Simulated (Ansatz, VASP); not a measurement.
# BiRu in VASP and in Ansatz

```
CELL_PARAMETERS angstrom
0.00000 2.84181 2.84181
2.84181 0.00000 2.84181
2.84181 2.84181 0.00000
ATOMIC_POSITIONS crystal
Ru 0.00000 0.00000 0.00000
Bi 0.50000 0.50000 0.50000
```

Alike in both runs: task relaxation of cell and atoms; functional LDA; k mesh 13 × 13 × 13; occupations fermi-dirac, width 0.08 eV; no spin polarisation.

|  | VASP | Ansatz |
| --- | --- | --- |
| version | VASP 6.6.1 | Ansatz 0.2.0 |
| potentials or method | VASP PAW LDA potentials, release 64 (Ru_pv, Bi_d) | PAW with Ansatz's default frozen-core files, scalar-relativistic |
| plane-wave cutoff (eV) | 600 | 420 |
| valence electrons in the cell | 29 | 31 |

```csv
,VASP,Ansatz,Ansatz less VASP
relaxed volume (Å³/atom),20.03,19.96,-0.068
relaxed cell length with the largest relative difference (Å),3.840,3.836,-0.0044
```

LDA's correlation is that of Perdew and Zunger in VASP and of Perdew and Wang (1992) in Ansatz. VASP's potentials hold 29 valence electrons a cell and Ansatz's 31, so a difference there can come from the potentials and not from the codes.

Neither program's run includes spin-orbit coupling.
